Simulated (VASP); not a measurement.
Write the native input for VASP 6.6.1 that does the following.

| Quantity | Value |
| --- | --- |
| Task | single point |
| Functional | PBE |
| Potentials or basis | VASP PAW PBE potentials, release 64 (B, P) |
| Cutoff | 500 eV |
| k mesh | 8 × 8 × 8 |
| Occupations | gaussian, width 0.1 eV |
| Spin | no spin polarisation |
| Dipole correction | no |
| Further INCAR settings | ALGO = Normal; EDIFF = 1e-06; NBANDS = 11 |

The structure of BP lies in POSCAR:

```
BP
1.0
    0.0000000000      2.2660723845      2.2660723845
    2.2660723845      0.0000000000      2.2660723845
    2.2660723845      2.2660723845      0.0000000000
B P
1 1
Direct
    0.0000000000      0.0000000000      0.0000000000
    0.2500000000      0.2500000000      0.2500000000
```

The input as run:

INCAR

```
SYSTEM = BP
ALGO = Normal ; EDIFF = 1E-6
ENCUT = 500 ; GGA = PE
GGA_COMPAT = .False. ; ISIF = 2
ISMEAR = 0 ; LASPH = .True.
LCHARG = .False. ; LREAL = .False.
LWAVE = .False. ; NBANDS = 11
NELM = 120 ; PREC = Accurate
SIGMA = 0.1
```

KPOINTS

```
k-points
0
Gamma
  8 8 8
  0 0 0
```

Potentials or basis: VASP PAW PBE potentials, release 64 (B, P).

Run with:

```sh
$ cat potpaw_PBE.64/B/POTCAR potpaw_PBE.64/P/POTCAR > POTCAR
$ mpirun -np 1 vasp_std > vasp.out
```

Results of the run:

```
Pressure               : 1.6 GPa
Band gap on the k mesh : 1.26 eV, indirect (least direct gap 3.41 eV)
```

It used 8.9 s of CPU time on 1 thread of Intel Xeon 8259CL (shared host).
